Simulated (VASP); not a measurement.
# Li4TmGe (C2/m) in VASP: single point with PBE

Aim: the single point of Li4TmGe with PBE.

All numbers are computed with VASP 6.6.1; they aren't measurements. Logs are shortened: lines on timing, memory, paths and dates and some standing lists are left out, and cuts for length are marked.

### Step 1. The cell of the first run

The structure is monoclinic, space group C2/m (No. 12). The conventional cell has a = 6.184 Å, b = 8.281 Å, c = 5.672 Å, α = 90.00°, β = 113.29°, γ = 90.00°. Li (site symmetry 2/m) has 6 Li at 2.58 to 2.84 Å and 2 Ge at 3.09 Å and 2 Tm at 3.27 Å within 3.4 Å. Within 3.4 Å of Li (site symmetry -1) lie 6 Li at 2.58 to 3.35 Å and 2 Ge at 2.58 Å and 2 Tm at 3.35 Å. Li (site symmetry 2/m) has 6 Li at 2.84 to 3.35 Å and 2 Tm at 3.09 Å and 2 Ge at 3.27 Å within 3.7 Å. Tm (site symmetry 2/m) has 2 Ge at 2.84 Å and 8 Li at 3.09 to 3.35 Å within 3.7 Å. Within 3.4 Å of Ge (site symmetry 2/m) lie 8 Li at 2.58 to 3.27 Å and 2 Tm at 2.84 Å.

The cell was generated, and may not be a known phase.

### Step 2. Single point, PBE

INCAR

```
PREC = Accurate
ENCUT = 750
EDIFF = 1E-6
ISMEAR = 0
SIGMA = 0.2
LREAL = False
LASPH = True
NELM = 200
ALGO = Normal
ISIF = 2
LWAVE = False
LCHARG = True
GGA = PE
LELF = True
LVHAR = True
NBANDS = 26
GGA_COMPAT = False
LMAXMIX = 6
```

KPOINTS

```
Automatic mesh
0
Gamma
  4 4 3
```

POSCAR

```
Li4TmGe
1.0
    3.0894373463     -4.1405441071      0.1212657170
    3.0894373463      4.1405441071      0.1212657170
   -2.4455811472      0.0000000000      5.1178779960
Li Tm Ge
4 1 1
Direct
    0.5000000000      0.5000000000      0.0000000000
    0.0000000000      0.5000000000      0.0000000000
    0.5000000000      0.0000000000      0.0000000000
    0.5000000000      0.5000000000      0.5000000000
    0.0000000000      0.0000000000      0.5000000000
    0.0000000000      0.0000000000      0.0000000000
```

Potentials or basis: VASP PAW PBE potentials, release 64 (Li_sv, Tm_3, Ge_d), 4f in core.

On the command line:

```sh
cat potpaw_PBE.64/Li_sv/POTCAR potpaw_PBE.64/Tm_3/POTCAR potpaw_PBE.64/Ge_d/POTCAR > POTCAR
mpirun -np 1 vasp_std > vasp.out
```

OUTCAR:

```text
PREC = Accurate
   ENCUT = 750
   EDIFF = 1E-6
   ISMEAR = 0
   LREAL = False
   LASPH = True
   NELM = 200
   ISIF = 2
   GGA = PE

 ion  position               nearest neighbor table
   1  0.500  0.500  0.000-   2 2.58   3 2.58   3 2.58   2 2.58
   2  0.000  0.500  0.000-   1 2.58   6 2.58   6 2.58   1 2.58
   3  0.500  0.000  0.000-   1 2.58   6 2.58   1 2.58   6 2.58
   4  0.500  0.500  0.500-   5 3.09   5 3.09
   5  0.000  0.000  0.500-   6 2.84   6 2.84   4 3.09   4 3.09
   6  0.000  0.000  0.000-   2 2.58   3 2.58   2 2.58   3 2.58   5 2.84   5 2.84

  LATTYP: Found a base centered monoclinic cell.
 ALAT       =     6.1836327481
 B/A-ratio  =     1.3391947018
 C/A-ratio  =     0.9172880829
 COS(beta)  =    -0.3954337427

  Lattice vectors:

 A1 = (   3.0894373463,  -4.1405441071,   0.1212657170)
 A2 = (   3.0894373463,   4.1405441071,   0.1212657170)
 A3 = (  -2.4455811472,   0.0000000000,   5.1178779960)

Analysis of symmetry for initial positions (statically):
=====================================================================
 Subroutine PRICEL returns:
 Original cell was already a primitive cell.

 Routine SETGRP: Setting up the symmetry group for a
 base centered monoclinic supercell.

 Subroutine GETGRP returns: Found  4 space group operations
 (whereof  4 operations were pure point group operations)
 out of a pool of  4 trial point group operations.

The static configuration has the point symmetry C_2h.

Analysis of symmetry for dynamics (positions and initial velocities):
=====================================================================
 Subroutine PRICEL returns:
 Original cell was already a primitive cell.

 Routine SETGRP: Setting up the symmetry group for a
 base centered monoclinic supercell.

 Subroutine GETGRP returns: Found  4 space group operations
 (whereof  4 operations were pure point group operations)
 out of a pool of  4 trial point group operations.

The dynamic configuration has the point symmetry C_2h.

 Subroutine INISYM returns: Found  4 space group operations
 (whereof  4 operations are pure point group operations),
 and found     1 'primitive' translations

----------------------------------------------------------------------------------------

                                     Primitive cell

  volume of cell :     133.3912

  direct lattice vectors                    reciprocal lattice vectors
     3.089437346 -4.140544107  0.121265717     0.158862078 -0.120757076  0.075912341
     3.089437346  4.140544107  0.121265717     0.158862078  0.120757076  0.075912341
    -2.445581147  0.000000000  5.117877996    -0.007528325  0.000000000  0.191796067

  length of vectors
     5.167536550  5.167536550  5.672172629     0.213499683  0.213499683  0.191943760

  position of ions in fractional coordinates (direct lattice)
     0.500000000  0.500000000  1.000000000
     0.000000000  0.500000000  1.000000000
     0.500000000  0.000000000  1.000000000
     0.500000000  0.500000000  0.500000000
     1.000000000  1.000000000  0.500000000
     0.000000000  0.000000000  0.000000000

  ion indices of the primitive-cell ions
   primitive index   ion index
                 1           1
                 2           2
                 3           3
                 4           4
                 5           5
                 6           6

----------------------------------------------------------------------------------------

 KPOINTS: Automatic mesh

Automatic generation of k-mesh.
 Grid dimensions read from file:
 generate k-points for:    4    4    3

 Generating k-lattice:

  Cartesian coordinates                     Fractional coordinates (reciprocal lattice)
     0.039715519 -0.030189269  0.018978085     0.250000000  0.000000000 -0.000000000
     0.039715519  0.030189269  0.018978085     0.000000000  0.250000000 -0.000000000
    -0.002509442  0.000000000  0.063932022     0.000000000  0.000000000  0.333333333

  Length of vectors
     0.053374921  0.053374921  0.063981253

  Shift w.r.t. Gamma in fractional coordinates (k-lattice)
     0.000000000  0.000000000  0.000000000

 Subroutine IBZKPT returns following result:
 ===========================================

 Found     17 irreducible k-points:

 Following reciprocal coordinates:
            Coordinates               Weight
  0.000000  0.000000  0.000000      1.000000
  0.250000 -0.000000  0.000000      4.000000
  0.500000 -0.000000  0.000000      2.000000
  0.250000  0.250000  0.000000      2.000000
  0.500000  0.250000  0.000000      4.000000
 -0.250000  0.250000  0.000000      2.000000
[... 9 lines left out ...]
 -0.250000  0.500000  0.333333      4.000000
 -0.250000 -0.250000  0.333333      2.000000
   k-points           NKPTS =     17   k-points in BZ     NKDIM =     17   number of bands    NBANDS=     26
   number of dos      NEDOS =    301   number of ions     NIONS =      6
   total plane-waves  NPLWV = 124416
   dimension x,y,z NGX =    48 NGY =   48 NGZ =   54
   dimension x,y,z NGXF=    96 NGYF=   96 NGZF=  108
   ions per type =               4   1   1
   NGX,Y,Z   is equivalent  to a cutoff of  15.44, 15.44, 15.83 a.u.
   NGXF,Y,Z  is equivalent  to a cutoff of  30.88, 30.88, 31.65 a.u.
 SYSTEM =  unknown system
   PREC   = accura    normal or accurate (medium, high low for compatibility)
   ISTART =      0    job   : 0-new  1-cont  2-samecut
   ICHARG =      2    charge: 1-file 2-atom 10-const
   ISPIN  =      1    spin polarized calculation?
   LNONCOLLINEAR =      F non collinear calculations
   LSORBIT =      F    spin-orbit coupling
   LASPH  =      T    aspherical Exc in radial PAW
   ENCUT  =  750.0 eV  55.12 Ry    7.42 a.u.  11.54 11.54 12.67*2*pi/ulx,y,z
   NELM   =    200;   NELMIN=  2; NELMDL= -5     # of ELM steps
   EDIFF  = 0.1E-05   stopping-criterion for ELM
   LREAL  =      F    real-space projection
[... 7 lines left out ...]
   TEBEG  =    0.0;   TEEND  =   0.0 temperature during run
   PSTRESS=    0.0 pullay stress
   NELECT =      35.0000    total number of electrons
   NUPDOWN=      -1.0000    fix difference up-down
   EMIN   =  10.00;   EMAX   =-10.00  energy-range for DOS
   EFERMI =   0.00;   METHOD = LEGACY
   ISMEAR =     0;   SIGMA  =   0.20  broadening in eV -4-tet -1-fermi 0-gaus
   EFERMI_NEDOS =   21; number of points for ismear=-14 and -15
   IALGO  =     38    algorithm
   IMIX   =      4    mixing-type and parameters
     AMIX     =   0.40;   BMIX     =  1.00
     AMIX_MAG =   1.60;   BMIX_MAG =  1.00
  volume/ion in A,a.u.               =      22.23       150.03
  Fermi-wavevector in a.u.,A,eV,Ry     =   1.048066  1.980557 14.945205  1.098442
  Thomas-Fermi vector in A             =   2.182972
   LORBIT       =      0    0 simple, 1 ext, 2 COOP (PROOUT), +10 PAW based schemes
   GGA     = PE    functional components
   LHFCALC =     F    Hartree Fock is set to
   AEXX    =    0.0000 exact exchange contribution
   IVDW    =     0    specifies the selected vdW correction
   LEPSILON=     F    determine dielectric tensor
   LRPA    =     F    only Hartree local field effects (RPA)
 non-spin polarized calculation
 Gauss-broadening in eV      SIGMA  =   0.20
  energy-cutoff  :      750.00
  volume of cell :      133.39
 maximum number of plane-waves:      6238
 NGX is ok and might be reduce to    48
   NGX = 23   NGY = 23   NGZ = 25

 number of electron      34.9999996 magnetization

 Free energy of the ion-electron system (eV)
  ---------------------------------------------------
  ext. energy  EPLUGINS =         0.00000000
  ---------------------------------------------------
  free energy    TOTEN  =       -16.57863498 eV

  energy without entropy =      -16.51474595  energy(sigma->0) =      -16.54669046

 E-fermi :   1.7713     XC(G=0):  -8.1685

 val. band max:        1.7365505593   @ k =  -0.2500  -0.2500   0.3333
 cond. band min:       1.8107386078   @ k =   0.5000   0.5000   0.3333
 fundamental gap:      0.0741880485
 Fermi energy:         1.7713068172

 k-point     1 :       0.0000    0.0000    0.0000
  band No.  band energies     occupation
      1     -44.9200      2.00000
      2     -44.8213      2.00000
      3     -44.4664      2.00000
      4     -44.4623      2.00000
      5     -24.5150      2.00000
      6     -24.4009      2.00000
[... 18 lines left out ...]
     25       5.0632      0.00000
     26       6.2831      0.00000

 k-point     2 :       0.2500   -0.0000    0.0000
  band No.  band energies     occupation
      1     -44.9200      2.00000
      2     -44.8208      2.00000
      3     -44.4660      2.00000
      4     -44.4631      2.00000
      5     -24.5157      2.00000
      6     -24.4010      2.00000
[... 18 lines left out ...]
     25       5.7204      0.00000
     26       6.4387      0.00000

 k-point     3 :       0.5000   -0.0000    0.0000
  band No.  band energies     occupation
      1     -44.9200      2.00000
      2     -44.8204      2.00000
      3     -44.4653      2.00000
      4     -44.4643      2.00000
      5     -24.5165      2.00000
      6     -24.4011      2.00000
[... 18 lines left out ...]
     25       5.2154      0.00000
     26       6.0124      0.00000

 k-point     4 :       0.2500    0.2500    0.0000
  band No.  band energies     occupation
      1     -44.9200      2.00000
      2     -44.8204      2.00000
      3     -44.4652      2.00000
      4     -44.4644      2.00000
      5     -24.5165      2.00000
      6     -24.4011      2.00000
[... 18 lines left out ...]
     25       5.7324      0.00000
     26       5.7422      0.00000

 k-point     5 :       0.5000    0.2500    0.0000
  band No.  band energies     occupation
      1     -44.9200      2.00000
      2     -44.8200      2.00000
      3     -44.4670      2.00000
      4     -44.4630      2.00000
      5     -24.5173      2.00000
      6     -24.4018      2.00000
[... 18 lines left out ...]
     25       5.9177      0.00000
     26       6.2184      0.00000

 k-point     6 :      -0.2500    0.2500    0.0000
  band No.  band energies     occupation
      1     -44.9200      2.00000
      2     -44.8204      2.00000
      3     -44.4672      2.00000
      4     -44.4624      2.00000
      5     -24.5165      2.00000
      6     -24.4017      2.00000
[... 224 lines left out ...]
 k-point    14 :      -0.2500    0.2500    0.3333
  band No.  band energies     occupation
      1     -44.9197      2.00000
      2     -44.8208      2.00000
      3     -44.4672      2.00000
      4     -44.4624      2.00000
      5     -24.5170      2.00000
      6     -24.4027      2.00000
[... 18 lines left out ...]
     25       5.8036      0.00000
     26       6.3008      0.00000

 k-point    15 :       0.5000    0.5000    0.3333
  band No.  band energies     occupation
      1     -44.9197      2.00000
      2     -44.8199      2.00000
      3     -44.4680      2.00000
      4     -44.4624      2.00000
      5     -24.5186      2.00000
      6     -24.4035      2.00000
[... 18 lines left out ...]
     25       6.5579      0.00000
     26       6.6444      0.00000

 k-point    16 :      -0.2500    0.5000    0.3333
  band No.  band energies     occupation
      1     -44.9197      2.00000
      2     -44.8203      2.00000
      3     -44.4670      2.00000
      4     -44.4630      2.00000
      5     -24.5178      2.00000
      6     -24.4028      2.00000
[... 18 lines left out ...]
     25       5.7079      0.00000
     26       6.3884      0.00000

 k-point    17 :      -0.2500   -0.2500    0.3333
  band No.  band energies     occupation
      1     -44.9197      2.00000
      2     -44.8208      2.00000
      3     -44.4652      2.00000
      4     -44.4644      2.00000
      5     -24.5170      2.00000
      6     -24.4023      2.00000
[... 18 lines left out ...]
     25       5.4060      0.00000
     26       6.0518      0.00000

------------------------ aborting loop because EDIFF is reached ----------------------------------------

  FORCE on cell =-STRESS in cart. coord.  units (eV):
  Direction    XX          YY          ZZ          XY          YZ          ZX
  --------------------------------------------------------------------------------------
  -------------------------------------------------------------------------------------
  Total        0.2767790     -0.0627251      0.0522450      0.0000000      0.0000000      0.0823830
  in kB        3.3244252     -0.7533989      0.6275215      0.0000000      0.0000000      0.9895123
  external PRESSURE =       1.0661826 kB  Pullay stress =       0.0000000 kB

 VOLUME and BASIS-vectors are now :
 -----------------------------------------------------------------------------
  energy-cutoff  :      750.00
  volume of cell :      133.39
      direct lattice vectors                 reciprocal lattice vectors
     3.089437346 -4.140544107  0.121265717     0.158862078 -0.120757076  0.075912341
     3.089437346  4.140544107  0.121265717     0.158862078  0.120757076  0.075912341
    -2.445581147  0.000000000  5.117877996    -0.007528325  0.000000000  0.191796067

 POSITION                                       TOTAL-FORCE (eV/Angst)
 -----------------------------------------------------------------------------------
      3.08944      0.00000      0.12127        -0.000000     -0.000000      0.000000
      1.54472      2.07027      0.06063         0.000000     -0.000000      0.000000
      1.54472     -2.07027      0.06063         0.000000      0.000000      0.000000
      1.86665      0.00000      2.68020         0.000000      0.000000      0.000000
     -1.22279      0.00000      2.55894         0.000000     -0.000000      0.000000
      0.00000      0.00000      0.00000         0.000000     -0.000000     -0.000000
 -----------------------------------------------------------------------------------
    total drift:                               -0.000000      0.000000      0.000000

  FREE ENERGIE OF THE ION-ELECTRON SYSTEM (eV)
  ---------------------------------------------------
  free  energy   TOTEN  =       -16.5786349773 eV

  energy  without entropy=      -16.5147459507  energy(sigma->0) =      -16.54669046
```

It took 78 s on 1 thread of AMD EPYC 9R45 (Zen 5), shared host; peak memory 0.38 GiB.

What came out:

| Quantity | Value |
| --- | --- |
| Free energy | -16.5786 eV |
| Pressure | 0.1 GPa |
| Band gap on the k mesh | zero (an odd number of electrons rules out a gap without spin polarisation) |

Levels at points of the mesh, in eV from the Fermi level:
| k point | band 14 | band 15 | band 16 | band 17 | band 18 | band 19 | band 20 | band 21 |
| --- | --- | --- | --- | --- | --- | --- | --- | --- |
| (0.00, 0.00, 0.00) | -2.09 | -1.62 | -1.11 | -1.07 | 0.85 | 0.86 | 1.42 | 1.46 |
| (0.50, 0.00, 0.00) | -2.85 | -1.38 | -1.05 | -0.76 | -0.28 | 0.82 | 1.21 | 2.24 |
| (0.50, 0.50, 0.00) | -2.51 | -1.70 | -1.42 | -0.41 | 0.32 | 0.49 | 0.99 | 1.48 |

Caveat: the k points lie up to 0.40 Å⁻¹ apart, too coarse for converged energies and pressures of a metal; spin-orbit coupling is left out, which moves the levels of the heavy elements; the 4f electrons are frozen in the core, so they carry no moment and show no levels.

The gap in the log of VASP goes by the Fermi energy; the results here count the filled bands.